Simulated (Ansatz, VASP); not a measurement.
One calculation of SnO2, two programs

```
CELL_PARAMETERS angstrom
0.00000 3.93837 3.93837
3.93837 0.00000 3.93837
3.93837 3.93837 0.00000
ATOMIC_POSITIONS crystal
Sn 0.25000 0.25000 0.25000
Sn 0.75000 0.75000 0.75000
O 0.60748 0.17757 0.60748
O 0.60748 0.60748 0.60748
O 0.17757 0.60748 0.60748
O 0.60748 0.60748 0.17757
```

Alike in both runs: functional PBE; k mesh 8 × 8 × 8; occupations gaussian, width 0.1 eV; no spin polarisation.

Ansatz relaxed the structure, and its values are those at the end. VASP's run is a single point on that final structure, the one shown.

|  | VASP | Ansatz |
| --- | --- | --- |
| version | VASP 6.6.1 | Ansatz 0.2.0 |
| potentials or method | VASP PAW PBE potentials, release 64 (Sn_d, O), cutoff 520 eV | scalar-relativistic, plane waves, PAW |
| valence electrons in the cell | 52 | 52 |

VASP gave:

```
gap on the k mesh at the Fermi level (eV) : none
pressure (GPa)                            : 0.2
rms of the force components (eV/Å)        : 0.042
```

Which values does Ansatz return?

gap on the k mesh at the Fermi level (eV): none; pressure (GPa): 0.0; rms of the force components (eV/Å): 0.002.

A gap of «none» marks a metal or a gap that the smearing closes.
